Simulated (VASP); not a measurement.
# Mg (P6_3/mmc) in VASP: a series of runs

Runs on Mg. Level: PBEsol. Tasks: single point, relaxation of volume and atoms at fixed shape.

All numbers are computed with VASP 6.6.1; they aren't measurements. Logs are shortened: lines on timing, memory, paths and dates and some standing lists are left out, and cuts for length are marked.

### Step 1. The cell of the first run

The structure is hexagonal, space group P6_3/mmc (No. 194). Conventional cell: a = 3.178 Å, b = 3.178 Å, c = 5.159 Å, α = 90.00°, β = 90.00°, γ = 120.00°. Mg (site symmetry -6m2) has 12 Mg at 3.17 to 3.18 Å within 4.2 Å.

### Step 2. Single point, PBEsol

INCAR reads:

```
PREC = Accurate
ENCUT = 520
EDIFF = 1E-6
ISMEAR = 1
SIGMA = 0.05
LREAL = False
LASPH = True
NELM = 80
ALGO = Normal
ISIF = 2
LWAVE = False
LCHARG = False
GGA = PS
NBANDS = 9
```

KPOINTS reads:

```
regular mesh
0
Gamma
  8 8 5
```

POSCAR reads:

```
Mg
1.0
    3.1778970799      0.0000000000      0.0000000000
   -1.5889485400      2.7521396018      0.0000000000
    0.0000000000      0.0000000000      5.1593130091
Mg
2
Direct
    0.3333333333      0.6666666667      0.2500000000
    0.6666666667      0.3333333333      0.7500000000
```

Potentials or basis: VASP PAW PBE potentials, release 64 (Mg).

Launch:

```console
> cat potpaw_PBE.64/Mg/POTCAR > POTCAR
> mpirun -np 1 vasp_std > vasp.out
```

OUTCAR:

```text
PREC = Accurate
   ENCUT = 520
   EDIFF = 1E-6
   ISMEAR = 1
   LREAL = False
   LASPH = True
   NELM = 80
   ISIF = 2
   GGA = PS

 ion  position               nearest neighbor table
   1  0.333  0.667  0.250-   2 3.17   2 3.17   2 3.17   2 3.17   2 3.17   2 3.17
   2  0.667  0.333  0.750-   1 3.17   1 3.17   1 3.17   1 3.17   1 3.17   1 3.17

  LATTYP: Found a hexagonal cell.
 ALAT       =     3.1778970799
 C/A-ratio  =     1.6234990874

  Lattice vectors:

 A1 = (   3.1778970799,   0.0000000000,   0.0000000000)
 A2 = (  -1.5889485400,   2.7521396018,   0.0000000000)
 A3 = (   0.0000000000,   0.0000000000,   5.1593130091)

Analysis of symmetry for initial positions (statically):
=====================================================================
 Subroutine PRICEL returns:
 Original cell was already a primitive cell.

 Routine SETGRP: Setting up the symmetry group for a
 hexagonal supercell.

 Subroutine GETGRP returns: Found 24 space group operations
 (whereof 12 operations were pure point group operations)
 out of a pool of 24 trial point group operations.

The static configuration has the point symmetry D_3d.
 The point group associated with its full space group is D_6h.

Analysis of symmetry for dynamics (positions and initial velocities):
=====================================================================
 Subroutine PRICEL returns:
 Original cell was already a primitive cell.

 Routine SETGRP: Setting up the symmetry group for a
 hexagonal supercell.

 Subroutine GETGRP returns: Found 24 space group operations
 (whereof 12 operations were pure point group operations)
 out of a pool of 24 trial point group operations.

The dynamic configuration has the point symmetry D_3d.
 The point group associated with its full space group is D_6h.

 Subroutine INISYM returns: Found 24 space group operations
 (whereof 12 operations are pure point group operations),
 and found     1 'primitive' translations

----------------------------------------------------------------------------------------

                                     Primitive cell

  volume of cell :      45.1234

  direct lattice vectors                    reciprocal lattice vectors
     3.177897080  0.000000000  0.000000000     0.314673501  0.181676831  0.000000000
    -1.588948540  2.752139602  0.000000000     0.000000000  0.363353661  0.000000000
     0.000000000  0.000000000  5.159313009     0.000000000  0.000000000  0.193824255

  length of vectors
     3.177897080  3.177897080  5.159313009     0.363353661  0.363353661  0.193824255

  position of ions in fractional coordinates (direct lattice)
     0.333333333  0.666666667  0.250000000
     0.666666667  0.333333333  0.750000000

  ion indices of the primitive-cell ions
   primitive index   ion index
                 1           1
                 2           2

----------------------------------------------------------------------------------------

 KPOINTS: regular mesh

Automatic generation of k-mesh.
 Grid dimensions read from file:
 generate k-points for:    8    8    5

 Generating k-lattice:

  Cartesian coordinates                     Fractional coordinates (reciprocal lattice)
     0.039334188  0.022709604  0.000000000     0.125000000 -0.000000000  0.000000000
     0.000000000  0.045419208  0.000000000     0.000000000  0.125000000  0.000000000
     0.000000000  0.000000000  0.038764851     0.000000000  0.000000000  0.200000000

  Length of vectors
     0.045419208  0.045419208  0.038764851

  Shift w.r.t. Gamma in fractional coordinates (k-lattice)
     0.000000000  0.000000000  0.000000000

 Subroutine IBZKPT returns following result:
 ===========================================

 Found     30 irreducible k-points:

 Following reciprocal coordinates:
            Coordinates               Weight
  0.000000  0.000000  0.000000      1.000000
  0.125000  0.000000  0.000000      6.000000
  0.250000  0.000000  0.000000      6.000000
  0.375000  0.000000  0.000000      6.000000
  0.500000  0.000000  0.000000      3.000000
  0.125000  0.125000  0.000000      6.000000
[... 16 lines left out ...]
  0.250000  0.000000  0.400000     12.000000
  0.375000  0.000000  0.400000     12.000000
 [... further k-points ...]
   k-points           NKPTS =     30   k-points in BZ     NKDIM =     30   number of bands    NBANDS=      9
   number of dos      NEDOS =    301   number of ions     NIONS =      2
   total plane-waves  NPLWV =  23040
   dimension x,y,z NGX =    24 NGY =   24 NGZ =   40
   dimension x,y,z NGXF=    48 NGYF=   48 NGZF=   80
   ions per type =               2
   NGX,Y,Z   is equivalent  to a cutoff of  12.56, 12.56, 12.89 a.u.
   NGXF,Y,Z  is equivalent  to a cutoff of  25.11, 25.11, 25.78 a.u.
 SYSTEM =  unknown system
   PREC   = accura    normal or accurate (medium, high low for compatibility)
   ISTART =      0    job   : 0-new  1-cont  2-samecut
   ICHARG =      2    charge: 1-file 2-atom 10-const
   ISPIN  =      1    spin polarized calculation?
   LNONCOLLINEAR =      F non collinear calculations
   LSORBIT =      F    spin-orbit coupling
   LASPH  =      T    aspherical Exc in radial PAW
   ENCUT  =  520.0 eV  38.22 Ry    6.18 a.u.   5.91  5.91  9.59*2*pi/ulx,y,z
   NELM   =     80;   NELMIN=  2; NELMDL= -5     # of ELM steps
   EDIFF  = 0.1E-05   stopping-criterion for ELM
   LREAL  =      F    real-space projection
   EDIFFG = 0.1E-04   stopping-criterion for IOM
   NSW    =      0    number of steps for IOM
   IBRION =     -1    ionic relax: 0-MD 1-quasi-New 2-CG
   NFREE  =      0    steps in history (QN), initial steepest desc. (CG)
   ISIF   =      2    stress and relaxation
   ISYM   =      2    0-nonsym 1-usesym 2-fastsym
   POTIM  = 0.5000    time-step for ionic-motion
   TEBEG  =    0.0;   TEEND  =   0.0 temperature during run
   PSTRESS=    0.0 pullay stress
   NELECT =       4.0000    total number of electrons
   NUPDOWN=      -1.0000    fix difference up-down
   EMIN   =  10.00;   EMAX   =-10.00  energy-range for DOS
   EFERMI =   0.00;   METHOD = LEGACY
   ISMEAR =     1;   SIGMA  =   0.05  broadening in eV -4-tet -1-fermi 0-gaus
   EFERMI_NEDOS =   21; number of points for ismear=-14 and -15
   IALGO  =     38    algorithm
   IMIX   =      4    mixing-type and parameters
     AMIX     =   0.40;   BMIX     =  1.00
     AMIX_MAG =   1.60;   BMIX_MAG =  1.00
  volume/ion in A,a.u.               =      22.56       152.25
  Fermi-wavevector in a.u.,A,eV,Ry     =   0.729952  1.379409  7.249585  0.532829
  Thomas-Fermi vector in A             =   1.821801
   LORBIT       =      0    0 simple, 1 ext, 2 COOP (PROOUT), +10 PAW based schemes
   GGA     = PS    functional components
   LHFCALC =     F    Hartree Fock is set to
   AEXX    =    0.0000 exact exchange contribution
   IVDW    =     0    specifies the selected vdW correction
   LEPSILON=     F    determine dielectric tensor
   LRPA    =     F    only Hartree local field effects (RPA)
 non-spin polarized calculation
 Methfessel and Paxton  Order N= 1 SIGMA  =   0.05
  energy-cutoff  :      520.00
  volume of cell :       45.12
 maximum number of plane-waves:      1225
 NGX is ok and might be reduce to    24
   NGX = 11   NGY = 11   NGZ = 19

 number of electron       4.0000000 magnetization

 Free energy of the ion-electron system (eV)
  ---------------------------------------------------
  ext. energy  EPLUGINS =         0.00000000
  ---------------------------------------------------
  free energy    TOTEN  =        -3.47286069 eV

  energy without entropy =       -3.47243672  energy(sigma->0) =       -3.47271937

 E-fermi :   2.6538     XC(G=0):  -8.5878

 val. band max:        2.6164582825   @ k =   0.5000   0.0000   0.4000
 cond. band min:       2.6578325391   @ k =   0.2500   0.2500   0.2000
 fundamental gap:      0.0413742566
 Fermi energy:         2.6537792972

 k-point     1 :       0.0000    0.0000    0.0000
  band No.  band energies     occupation
      1      -4.3214      2.00000
      2       0.9656      2.00000
      3       1.4494      2.00000
      4      13.7102      0.00000
      5      13.7102      0.00000
      6      13.8617      0.00000
      7      13.8617      0.00000
      8      14.6016      0.00000
      9      16.2785      0.00000

 k-point     2 :       0.1250    0.0000    0.0000
  band No.  band energies     occupation
      1      -4.0106      2.00000
      2       1.2493      2.00000
      3       1.7500      2.00000
      4      10.1420      0.00000
      5      11.9724      0.00000
      6      12.7217      0.00000
      7      14.8869      0.00000
      8      15.3164      0.00000
      9      15.9156      0.00000

 k-point     3 :       0.2500    0.0000    0.0000
  band No.  band energies     occupation
      1      -3.0843      2.00000
      2       2.1015      2.00000
      3       2.6151      1.96578
      4       6.5328      0.00000
      5      10.6764      0.00000
      6      10.7598      0.00000
      7      11.2586      0.00000
      8      13.0430      0.00000
      9      15.1687      0.00000

 k-point     4 :       0.3750    0.0000    0.0000
  band No.  band energies     occupation
      1      -1.5610      2.00000
      2       2.9620     -0.00000
      3       3.5241     -0.00000
      4       4.4719      0.00000
      5       8.1183      0.00000
      6       8.5022      0.00000
      7       9.9010      0.00000
      8      11.5433      0.00000
      9      14.2827      0.00000
[... 205 lines left out ...]
 k-point    22 :       0.1250    0.0000    0.4000
  band No.  band energies     occupation
      1      -3.1104      2.00000
      2      -1.9976      2.00000
      3       6.5388      0.00000
      4       9.5119      0.00000
      5      11.0006      0.00000
      6      11.8301      0.00000
      7      12.7183      0.00000
      8      13.6454      0.00000
      9      14.3695      0.00000

 k-point    23 :       0.2500    0.0000    0.4000
  band No.  band energies     occupation
      1      -2.1931      2.00000
      2      -1.0917      2.00000
      3       6.8596      0.00000
      4       7.6971      0.00000
      5       8.3047      0.00000
      6      10.4062      0.00000
      7      11.4328      0.00000
      8      12.3819      0.00000
      9      12.9473      0.00000

 k-point    24 :       0.3750    0.0000    0.4000
  band No.  band energies     occupation
      1      -0.6860      2.00000
      2       0.3907      2.00000
      3       4.0718      0.00000
      4       5.1057      0.00000
      5       8.7833      0.00000
      6      10.6563      0.00000
      7      10.9577      0.00000
      8      11.6032      0.00000
      9      12.3496      0.00000

 [... further k-points ...]
[... 5 lines left out ...]
  --------------------------------------------------------------------------------------
  -------------------------------------------------------------------------------------
  Total       -0.0520916     -0.0520916      0.0670819      0.0000000     -0.0000000     -0.0000000
  in kB       -1.8495933     -1.8495933      2.3818454      0.0000000     -0.0000000     -0.0000000
  external PRESSURE =      -0.4391137 kB  Pullay stress =       0.0000000 kB

 VOLUME and BASIS-vectors are now :
 -----------------------------------------------------------------------------
  energy-cutoff  :      520.00
  volume of cell :       45.12
      direct lattice vectors                 reciprocal lattice vectors
     3.177897080  0.000000000  0.000000000     0.314673501  0.181676831  0.000000000
    -1.588948540  2.752139602  0.000000000     0.000000000  0.363353661  0.000000000
     0.000000000  0.000000000  5.159313009     0.000000000  0.000000000  0.193824255

 POSITION                                       TOTAL-FORCE (eV/Angst)
 -----------------------------------------------------------------------------------
     -0.00000      1.83476      1.28983         0.000000     -0.000000      0.000000
      1.58895      0.91738      3.86948        -0.000000      0.000000      0.000000
 -----------------------------------------------------------------------------------
    total drift:                                0.000000     -0.000000      0.000000

  FREE ENERGIE OF THE ION-ELECTRON SYSTEM (eV)
  ---------------------------------------------------
  free  energy   TOTEN  =        -3.4728606926 eV

  energy  without entropy=       -3.4724367230  energy(sigma->0) =       -3.47271937
```

Run time: 7 s. Hardware: 1 thread of Intel Xeon Platinum 8559C (Emerald Rapids), shared host; peak memory 0.15 GiB.

Results:

```yaml
Free_energy: -3.4729 eV
Pressure: 0.0 GPa
Band_gap_on_the_k_mesh: zero (band 2 reaches 3.69 eV, above the bottom of band 3 at 1.45 eV)
```

Stress tensor (GPa, compression positive):
```
-0.18  0.00  0.00
 0.00 -0.18  0.00
 0.00  0.00  0.24
```

Levels at points of the mesh, in eV from the Fermi level:
| k point | band 1 | band 2 | band 3 | band 4 | band 5 |
| --- | --- | --- | --- | --- | --- |
| (0.00, 0.00, 0.00) | -6.98 | -1.69 | -1.20 | 11.06 | 11.06 |
| (0.50, 0.00, 0.00) | -2.14 | -2.11 | 2.71 | 3.05 | 3.36 |

Caveat: the PAW data sets were made with another functional, which shifts forces and pressure a little.

### Step 3. Relaxation of volume and atoms at fixed shape, PBEsol

This run uses another cell than the first one, of 23.24 Å³/atom, 1.030 times its volume.

INCAR reads:

```
PREC     = Accurate       # precision mode
ENCUT    = 600            # plane-wave cutoff, eV
EDIFF    = 1E-7           # SCF threshold, eV
ISMEAR   = 1              # smearing method
SIGMA    = 0.05           # smearing width, eV
LREAL    = F              # projectors in reciprocal space
LASPH    = T              # aspherical terms in the spheres
NELM     = 60             # most SCF steps
ALGO     = Normal         # electronic algorithm
ISIF     = 8              # what is computed and relaxed
LWAVE    = F              # write WAVECAR
LCHARG   = F              # write CHGCAR
GGA      = PS             # functional
IBRION   = 2              # ionic algorithm
NSW      = 80             # ionic steps
EDIFFG   = -0.03          # ionic threshold
```

KPOINTS is that of step 2.

POSCAR reads:

```
Mg
1.0
    3.2093000000      0.0000000000      0.0000000000
   -1.6046500000      2.7793400000      0.0000000000
    0.0000000000      0.0000000000      5.2103000000
Mg
2
Direct
    0.3333333333      0.6666666667      0.2500000000
    0.6666666667      0.3333333333      0.7500000000
```

Potentials or basis: VASP PAW PBE potentials, release 64 (Mg).

Launch:

```console
> cat potpaw_PBE.64/Mg/POTCAR > POTCAR
> mpirun -np 1 vasp_std > vasp.out
```

OUTCAR:

```text
PREC = Accurate
   ENCUT = 600
   EDIFF = 1E-7
   ISMEAR = 1
   LREAL = F
   LASPH = T
   NELM = 60
   ISIF = 8
   GGA = PS
   IBRION = 2
   NSW = 80
   EDIFFG = -0.03

 ion  position               nearest neighbor table
   1  0.333  0.667  0.250-   2 3.20   2 3.20   2 3.20   2 3.20   2 3.20   2 3.20
   2  0.667  0.333  0.750-   1 3.20   1 3.20   1 3.20   1 3.20   1 3.20   1 3.20

  LATTYP: Found a hexagonal cell.
 ALAT       =     3.2093000000
 C/A-ratio  =     1.6235004518

  Lattice vectors:

 A1 = (   3.2093000000,   0.0000000000,   0.0000000000)
 A2 = (  -1.6046500000,   2.7793400000,   0.0000000000)
 A3 = (   0.0000000000,   0.0000000000,   5.2103000000)

Analysis of symmetry for initial positions (statically):
=====================================================================
[... 253 lines left out ...]
  ---------------------------------------------------
  free energy    TOTEN  =        -3.47307039 eV

  energy without entropy =       -3.47263355  energy(sigma->0) =       -3.47292478

 E-fermi :   2.6588     XC(G=0):  -8.5910

 val. band max:        2.6222138623   @ k =   0.5000  -0.0000   0.4000
 cond. band min:       2.6626579155   @ k =   0.2500   0.2500   0.2000
 fundamental gap:      0.0404440532
 Fermi energy:         2.6588499897

 k-point     1 :       0.0000    0.0000    0.0000
  band No.  band energies     occupation
      1      -4.3205      2.00000
      2       0.9691      2.00000
      3       1.4546      2.00000
      4      13.7210      0.00000
      5      13.7210      0.00000
      6      13.8747      0.00000
[... 199 lines left out ...]
 k-point    24 :       0.3750   -0.0000    0.4000
  band No.  band energies     occupation
      1      -0.6828      2.00000
      2       0.3945      2.00000
      3       4.0778      0.00000
      4       5.1123      0.00000
      5       8.7918      0.00000
      6      10.6671      0.00000

 [... further k-points ...]
[... 5 lines left out ...]
  --------------------------------------------------------------------------------------
  -------------------------------------------------------------------------------------
  Total       -0.0418419     -0.0418421      0.0767693      0.0000000     -0.0000000      0.0000000
  in kB       -1.4871514     -1.4871564      2.7285438      0.0000000     -0.0000000      0.0000000
  external PRESSURE =      -0.0819213 kB  Pullay stress =       0.0000000 kB
[... 17 lines left out ...]
  FREE ENERGIE OF THE ION-ELECTRON SYSTEM (eV)
  ---------------------------------------------------
  free  energy   TOTEN  =        -3.4730703884 eV

  energy  without entropy=       -3.4726335496  energy(sigma->0) =       -3.47292478

 reached required accuracy - stopping structural energy minimisation
```

It took 19 s on 1 thread of Intel Xeon Platinum 8559C (Emerald Rapids), shared host; peak memory 0.18 GiB.

What came out:

```yaml
Free_energy: -3.4731 eV
Relaxed_volume: 22.54 Å³/atom
Relaxed_cell: a = 3.177 Å, b = 3.177 Å, c = 5.158 Å, α = 90.00°, β = 90.00°, γ = 120.00°
Space_group_after_relaxing_to_0.05_Å: P6_3/mmc (No. 194)
Energy_gained_by_relaxing: 2.4 meV/atom
Ionic_steps: 3
Pressure_after_relaxing: 0.0 GPa
Band_gap_on_the_k_mesh: zero (band 2 reaches 3.69 eV, above the bottom of band 3 at 1.45 eV)
```

Stress tensor (GPa, compression positive):
```
-0.15  0.00  0.00
 0.00 -0.15  0.00
 0.00  0.00  0.27
```

The path:
```
step  energy change (eV)  largest force (eV/Å)  pressure (GPa)  volume (Å³)
   1              0.0000                0.0000           -1.09        46.47
   2             -0.0046                0.0000           -0.28        45.42
   3             -0.0049                0.0000           -0.01        45.08
```

Final structure:
```yaml
crystal:
  lattice:
    - [3.17683, 0.00000, 0.00000]
    - [-1.58842, 2.75122, 0.00000]
    - [0.00000, 0.00000, 5.15759]
  atoms:
    - { symbol: Mg, position: [0.33333, 0.66667, 0.25000] }
    - { symbol: Mg, position: [0.66667, 0.33333, 0.75000] }
```

Caveat: the PAW data sets were made with another functional, which shifts forces and pressure a little.
